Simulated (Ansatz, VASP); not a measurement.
# HfN in VASP and in Ansatz

```
Hf N
1.0
     0.00000    2.27353    2.27353
     2.27353    0.00000    2.27353
     2.27353    2.27353    0.00000
Hf N
1 1
Cartesian
  0.0000 0.0000 0.0000
  2.2735 2.2735 2.2735
```

Alike in both runs: functional PBE; k mesh 6 × 6 × 6; occupations gaussian, width 0.1 eV; no spin polarisation.

Ansatz relaxed the structure, and its values are those at the end. VASP's run is a single point on that final structure, the one shown.

```csv
,VASP,Ansatz
version,VASP 6.6.1,Ansatz 0.2.0
potentials or method,"VASP PAW PBE potentials, release 64 (Hf_pv, N), cutoff 520 eV","scalar-relativistic, plane waves, PAW"
valence electrons in the cell,15,31
```

|  | VASP | Ansatz | Ansatz less VASP |
| --- | --- | --- | --- |
| gap on the k mesh at the Fermi level (eV) | none | none | - |
| pressure (GPa) | -2.4 | 0.0 | +2.38 |

A gap of «none» marks a metal or a gap that the smearing closes. VASP's potentials hold 15 valence electrons a cell and Ansatz's 31, so a difference there can come from the potentials and not from the codes.

The k mesh is coarse, so the values compare programs but aren't converged. Neither program's run includes spin-orbit coupling.
